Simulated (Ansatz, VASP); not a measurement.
# Two plane-wave programs on Ca

Contents of INCAR:

```
SYSTEM = Ca
PREC = Accurate ; ENCUT = 520
EDIFF = 1E-6 ; ISMEAR = 0
SIGMA = 0.05 ; LREAL = .False.
LASPH = .True. ; NELM = 60
ALGO = Fast ; ISIF = 2
LWAVE = .False. ; LCHARG = .True.
GGA = PE ; LELF = .True.
LVHAR = .True. ; NBANDS = 17
```

KPOINTS

```
Automatic mesh
0
Gamma
  10 10 6
  0 0 0
```

The input POSCAR:

```
Ca
1.0
    1.8673271368     -3.2164399972      0.0000000000
    1.8673271368      3.2164399972      0.0000000000
    0.0000000000      0.0000000000      6.1658748036
Ca
2
Direct
    0.8355866000      0.1644134000      0.2500000000
    0.1644134000      0.8355866000      0.7500000000
```

Input for Ansatz:

```yaml
crystal:
  lattice:
    - [1.8673271368, -3.2164399972, 0.0]
    - [1.8673271368, 3.2164399972, 0.0]
    - [0.0, 0.0, 6.1658748036]
  atoms:
    - { symbol: Ca, position: [0.8355866, 0.1644134, 0.25] }
    - { symbol: Ca, position: [0.1644134, 0.8355866, 0.75] }
basis:
  ecutwfc: 500
  fft_grid_basis: typed
kpoints:
  mp_grid: { grid: [10, 10, 6] }
hamiltonian:
  xc: pbe
  pseudopotentials: { kind: paw }
scf:
  occupations: { method: gaussian, width: 0.05 }
output:
  forces: true
  stress: true
  eigenvalues: true
  bader: true
  write_density: true
  volumetric_format: npy
  elf: true
```

Alike in both runs: task single point; functional PBE; k mesh 10 × 10 × 6; occupations gaussian, width 0.05 eV; no spin polarisation.

|  | VASP | Ansatz |
| --- | --- | --- |
| version | VASP 6.6.1 | Ansatz 0.2.0 |
| potentials or method | VASP PAW PBE potentials, release 64 (Ca_sv), cutoff 520 eV | scalar-relativistic, plane waves, PAW |
| valence electrons in the cell | 20 | 20 |

|  | VASP | Ansatz | Ansatz less VASP |
| --- | --- | --- | --- |
| gap on the k mesh at the Fermi level (eV) | none | none | - |
| pressure (GPa) | 2.9 | 2.9 | 0.00 |
| traceless stress, the component that is largest in VASP (GPa) | 0.39 | 0.39 | -0.004 |
| rms of the force components (eV/Å) | 0.010 | 0.011 | +0.0001 |

Atom by atom the forces differ by 0.000 eV/Å (rms over components). A gap of «none» marks a metal or a gap that the smearing closes.
